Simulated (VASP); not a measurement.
# ScH5 (P-43m) in VASP: notebook

ScH5 is run at these levels: PBE; tasks: relaxation of cell and atoms.

All numbers are computed with VASP 6.6.1; they aren't measurements. Logs are shortened: lines on timing, memory, paths and dates and some standing lists are left out, and cuts for length are marked.

## 1. The cell of the first run

Symmetry: P-43m, No. 215, cubic system. The conventional cell has a = 3.628 Å, b = 3.628 Å, c = 3.628 Å, α = 90.00°, β = 90.00°, γ = 90.00°. Sc (site symmetry -43m) has 4 H at 1.89 Å within 2.5 Å. Within 1.7 Å of H (site symmetry 3m) lie 1 H at 1.25 Å. Within 1.7 Å of H (site symmetry -43m) lie 4 H at 1.25 Å.

## 2. Relaxation of cell and atoms, PBE

INCAR reads:

```
SYSTEM = ScH5
  ALGO = Normal
  EDIFF = 1E-6
  EDIFFG = -0.04
  ENCUT = 600
  GGA = PE
  IBRION = 2
  ISIF = 3
  ISMEAR = 0
  LASPH = .TRUE.
  LCHARG = .FALSE.
  LREAL = .FALSE.
  LWAVE = .FALSE.
  NELM = 100
  NSW = 90
  PREC = Accurate
  SIGMA = 0.1
```

KPOINTS reads:

```
k-points
0
G
  6 6 6
  0 0 0
```

POSCAR reads:

```
ScH5
1.0
    3.6277928818      0.0000000000      0.0000000000
    0.0000000000      3.6277928818      0.0000000000
    0.0000000000      0.0000000000      3.6277928818
Sc H
1 5
Direct
    0.5000000000      0.5000000000      0.5000000000
    0.1988491062      0.1988491062      0.1988491062
    0.8011508938      0.8011508938      0.1988491062
    0.8011508938      0.1988491062      0.8011508938
    0.1988491062      0.8011508938      0.8011508938
    0.0000000000      0.0000000000      0.0000000000
```

Potentials or basis: VASP PAW PBE potentials, release 64 (Sc_sv, H).

Run with:

```console
$ cat potpaw_PBE.64/Sc_sv/POTCAR potpaw_PBE.64/H/POTCAR > POTCAR
$ mpirun -np 1 vasp_std > vasp.out
```

OUTCAR:

```text
SYSTEM = ScH5
   EDIFF = 1E-6
   EDIFFG = -0.04
   ENCUT = 600
   GGA = PE
   IBRION = 2
   ISIF = 3
   ISMEAR = 0
   LASPH = .TRUE.
   LREAL = .FALSE.
   NELM = 100
   NSW = 90
   PREC = Accurate

 ion  position               nearest neighbor table
   1  0.500  0.500  0.500-   2 1.89   3 1.89   4 1.89   5 1.89
   2  0.199  0.199  0.199-   1 1.89
   3  0.801  0.801  0.199-   1 1.89
   4  0.801  0.199  0.801-   1 1.89
   5  0.199  0.801  0.801-   1 1.89
   6  0.000  0.000  0.000-

  LATTYP: Found a simple cubic cell.
 ALAT       =     3.6277928818

  Lattice vectors:

 A1 = (   3.6277928818,   0.0000000000,   0.0000000000)
 A2 = (   0.0000000000,   3.6277928818,   0.0000000000)
 A3 = (   0.0000000000,   0.0000000000,   3.6277928818)

Analysis of symmetry for initial positions (statically):
=====================================================================
 Subroutine PRICEL returns:
 Original cell was already a primitive cell.

 Routine SETGRP: Setting up the symmetry group for a
 simple cubic supercell.

 Subroutine GETGRP returns: Found 24 space group operations
 (whereof 24 operations were pure point group operations)
 out of a pool of 48 trial point group operations.

The static configuration has the point symmetry T_d .

Analysis of symmetry for dynamics (positions and initial velocities):
=====================================================================
 Subroutine PRICEL returns:
 Original cell was already a primitive cell.

 Routine SETGRP: Setting up the symmetry group for a
 simple cubic supercell.

 Subroutine GETGRP returns: Found 24 space group operations
 (whereof 24 operations were pure point group operations)
 out of a pool of 48 trial point group operations.

The dynamic configuration has the point symmetry T_d .

 Subroutine INISYM returns: Found 24 space group operations
 (whereof 24 operations are pure point group operations),
 and found     1 'primitive' translations

----------------------------------------------------------------------------------------

                                     Primitive cell
[... 166 lines left out ...]
 -----------------------------------------------------------------------------------
      1.81390      1.81390      1.81390         0.000000     -0.000000     -0.000000
      0.72138      0.72138      0.72138        -0.027833     -0.027833     -0.027833
      2.90641      2.90641      0.72138         0.027833      0.027833     -0.027833
      2.90641      0.72138      2.90641         0.027833     -0.027833      0.027833
      0.72138      2.90641      2.90641        -0.027833      0.027833      0.027833
      0.00000      0.00000      0.00000         0.000000     -0.000000     -0.000000
 -----------------------------------------------------------------------------------
    total drift:                               -0.000000     -0.000000     -0.000000

  FREE ENERGIE OF THE ION-ELECTRON SYSTEM (eV)
  ---------------------------------------------------
  free  energy   TOTEN  =       -21.0602363018 eV

  energy  without entropy=      -21.0602363018  energy(sigma->0) =      -21.06023630

--------------------------------------- Ionic step        2  -------------------------------------------

 number of electron      15.9999999 magnetization

 Free energy of the ion-electron system (eV)
  ---------------------------------------------------
  ext. energy  EPLUGINS =         0.00000000
  ---------------------------------------------------
  free energy    TOTEN  =       -21.06058323 eV

  energy without entropy =      -21.06058323  energy(sigma->0) =      -21.06058323

 E-fermi :   1.2584     XC(G=0):  -9.2088

 val. band max:        0.7236883431   @ k =   0.0000   0.0000   0.0000
 cond. band min:       1.8673591505   @ k =   0.0000   0.0000   0.0000
 fundamental gap:      1.1436708074
 Fermi energy:         1.2584233710

 k-point     1 :       0.0000    0.0000    0.0000
  band No.  band energies     occupation
      1     -48.3556      2.00000
      2     -26.9419      2.00000
      3     -26.9419      2.00000
      4     -26.9419      2.00000
      5      -8.0811      2.00000
      6       0.7237      2.00000
      7       0.7237      2.00000
      8       0.7237      2.00000
      9       1.8674      0.00000
     10       1.8674      0.00000
     11       3.1197      0.00000
     12       4.7421      0.00000
[... 271 lines left out ...]
 k-point    20 :       0.5000    0.5000    0.5000
  band No.  band energies     occupation
      1     -48.3410      2.00000
      2     -26.9964      2.00000
      3     -26.9964      2.00000
      4     -26.9964      2.00000
      5      -5.3282      2.00000
      6      -1.6749      2.00000
      7      -1.6749      2.00000
      8      -1.6749      2.00000
      9       4.2099      0.00000
     10       4.2099      0.00000
     11       4.2099      0.00000
     12       4.6007      0.00000

------------------------ aborting loop because EDIFF is reached ----------------------------------------

  FORCE on cell =-STRESS in cart. coord.  units (eV):
  Direction    XX          YY          ZZ          XY          YZ          ZX
  --------------------------------------------------------------------------------------
  -------------------------------------------------------------------------------------
  Total        0.0091347      0.0091347      0.0091347      0.0000000      0.0000000     -0.0000000
  in kB        0.3061654      0.3061654      0.3061654      0.0000000      0.0000000     -0.0000000
  external PRESSURE =       0.3061654 kB  Pullay stress =       0.0000000 kB

 VOLUME and BASIS-vectors are now :
 -----------------------------------------------------------------------------
  energy-cutoff  :      600.00
  volume of cell :       47.80
      direct lattice vectors                 reciprocal lattice vectors
     3.629249460  0.000000000 -0.000000000     0.275539064  0.000000000  0.000000000
    -0.000000000  3.629249460  0.000000000    -0.000000000  0.275539064 -0.000000000
    -0.000000000  0.000000000  3.629249460     0.000000000 -0.000000000  0.275539064

 POSITION                                       TOTAL-FORCE (eV/Angst)
 -----------------------------------------------------------------------------------
      1.81462      1.81462      1.81462         0.000000     -0.000000      0.000000
      0.72033      0.72033      0.72033        -0.010987     -0.010987     -0.010987
      2.90892      2.90892      0.72033         0.010987      0.010987     -0.010987
      2.90892      0.72033      2.90892         0.010987     -0.010987      0.010987
      0.72033      2.90892      2.90892        -0.010987      0.010987      0.010987
     -0.00000      3.62925      3.62925         0.000000     -0.000000      0.000000
 -----------------------------------------------------------------------------------
    total drift:                               -0.000000     -0.000000     -0.000000

  FREE ENERGIE OF THE ION-ELECTRON SYSTEM (eV)
  ---------------------------------------------------
  free  energy   TOTEN  =       -21.0605832269 eV

  energy  without entropy=      -21.0605832269  energy(sigma->0) =      -21.06058323

 reached required accuracy - stopping structural energy minimisation
```

CONTCAR:

```text
ScH5
   1.00000000000000
     3.6292494597256932    0.0000000000000000   -0.0000000000000000
    -0.0000000000000000    3.6292494597256932    0.0000000000000000
    -0.0000000000000000    0.0000000000000000    3.6292494597256932
  Sc              H
     1     5
Direct
     0.5000000000000000    0.5000000000000000    0.5000000000000000
     0.1984789867311795    0.1984789867311795    0.1984789867311795
     0.8015210132688205    0.8015210132688205    0.1984789867311795
     0.8015210132688205    0.1984789867311795    0.8015210132688205
     0.1984789867311795    0.8015210132688205    0.8015210132688205
     0.0000000000000000    1.0000000000000000    1.0000000000000000

  0.00000000E+00  0.00000000E+00  0.00000000E+00
  0.00000000E+00  0.00000000E+00  0.00000000E+00
  0.00000000E+00  0.00000000E+00  0.00000000E+00
  0.00000000E+00  0.00000000E+00  0.00000000E+00
  0.00000000E+00  0.00000000E+00  0.00000000E+00
  0.00000000E+00  0.00000000E+00  0.00000000E+00
```

Run time: 44 s. Hardware: 1 thread of Intel Xeon 6975P-C, shared host; peak memory 0.18 GiB.

Results:

```yaml
Free_energy: -21.0606 eV
Relaxed_volume: 7.97 Å³/atom
Relaxed_cell: a = 3.629 Å, b = 3.629 Å, c = 3.629 Å, α = 90.00°, β = 90.00°, γ = 90.00°
Space_group_after_relaxing_to_0.05_Å: P-43m (No. 215)
Energy_gained_by_relaxing: 0.1 meV/atom
Ionic_steps: 2
Pressure_after_relaxing: 0.0 GPa
Largest_force_after_relaxing: 0.019 eV/Å
Band_gap_on_the_k_mesh: 1.14 eV, direct
```

Forces in eV/Å, atoms in the order of the input:
```
Sc   0.000  0.000  0.000
H   -0.011 -0.011 -0.011
H    0.011  0.011 -0.011
H    0.011 -0.011  0.011
H   -0.011  0.011  0.011
H    0.000  0.000  0.000
```

Step by step:
```csv
step,energy change (eV),largest force (eV/Å),pressure (GPa),volume (Å³)
1,0.0000,0.0482,0.17,47.74
2,-0.0003,0.0190,0.03,47.80
```

Final structure:
```
Sc H
1.0
     3.62925    0.00000    0.00000
     0.00000    3.62925    0.00000
     0.00000    0.00000    3.62925
Sc H
1 5
Cartesian
  1.8146 1.8146 1.8146
  0.7203 0.7203 0.7203
  2.9089 2.9089 0.7203
  2.9089 0.7203 2.9089
  0.7203 2.9089 2.9089
  0.0000 3.6292 3.6292
```

A k mesh can miss the band edges. PBE gaps usually lie below the measured ones, often by a third to a half.

## 3. Relaxation of cell and atoms, PBE

INCAR reads:

```
SYSTEM = ScH5
PREC = Accurate
ENCUT = 600
EDIFF = 1E-7
ISMEAR = 0
SIGMA = 0.02
LREAL = .FALSE.
LASPH = .TRUE.
NELM = 100
ALGO = Normal
ISIF = 3
LWAVE = .FALSE.
LCHARG = .FALSE.
GGA = PE
IBRION = 2
NSW = 100
EDIFFG = -0.01
```

KPOINTS reads:

```
regular mesh
0
G
  8 8 8
  0 0 0
```

POSCAR is that of step 2.

Potentials or basis: VASP PAW PBE potentials, release 64 (Sc_sv, H).

Run with:

```console
$ cat potpaw_PBE.64/Sc_sv/POTCAR potpaw_PBE.64/H/POTCAR > POTCAR
$ mpirun -np 1 vasp_std > vasp.out
```

Wall time 86 s (1 thread of Intel Xeon 6975P-C, shared host); peak memory 0.18 GiB.

The run converged. Its results:

```
Free energy                            : -21.0623 eV
Relaxed volume                         : 7.97 Å³/atom
Relaxed cell                           : a = 3.630 Å, b = 3.630 Å, c = 3.630 Å, α = 90.00°, β = 90.00°, γ = 90.00°
Space group after relaxing (to 0.05 Å) : P-43m (No. 215)
Energy gained by relaxing              : 0.1 meV/atom
Ionic steps                            : 3
Pressure after relaxing                : -0.1 GPa
Band gap on the k mesh                 : 1.14 eV, direct
```

The path:
| step | energy change (eV) | largest force (eV/Å) | pressure (GPa) | volume (Å³) |
| --- | --- | --- | --- | --- |
| 1 | 0.0000 | 0.0513 | 0.15 | 47.74 |
| 2 | -0.0004 | 0.0207 | 0.02 | 47.80 |
| 3 | -0.0004 | 0.0015 | -0.06 | 47.83 |

Final structure:
```yaml
crystal:
  lattice:
    - [3.62987, 0.00000, 0.00000]
    - [0.00000, 3.62987, 0.00000]
    - [0.00000, 0.00000, 3.62987]
  atoms:
    - { symbol: Sc, position: [0.50000, 0.50000, 0.50000] }
    - { symbol: H, position: [0.19821, 0.19821, 0.19821] }
    - { symbol: H, position: [0.80179, 0.80179, 0.19821] }
    - { symbol: H, position: [0.80179, 0.19821, 0.80179] }
    - { symbol: H, position: [0.19821, 0.80179, 0.80179] }
    - { symbol: H, position: [0.00000, 0.00000, 0.00000] }
```

Levels at points of the mesh, in eV from the valence-band top:
```csv
k point,band 4,band 5,band 6,band 7,band 8,band 9,band 10,band 11,band 12
"(0.00, 0.00, 0.00)",-27.68,-8.81,0.00,0.00,0.00,1.14,1.14,2.39,4.01
"(0.50, 0.00, 0.00)",-27.67,-7.55,-3.84,-0.50,-0.50,1.55,2.84,3.59,4.75
"(0.50, 0.50, 0.00)",-27.66,-7.02,-2.17,-2.17,-1.02,2.41,2.53,2.53,3.00
"(0.50, 0.50, 0.50)",-27.73,-6.07,-2.40,-2.40,-2.40,3.48,3.48,3.48,3.87
```

A k mesh can miss the band edges.
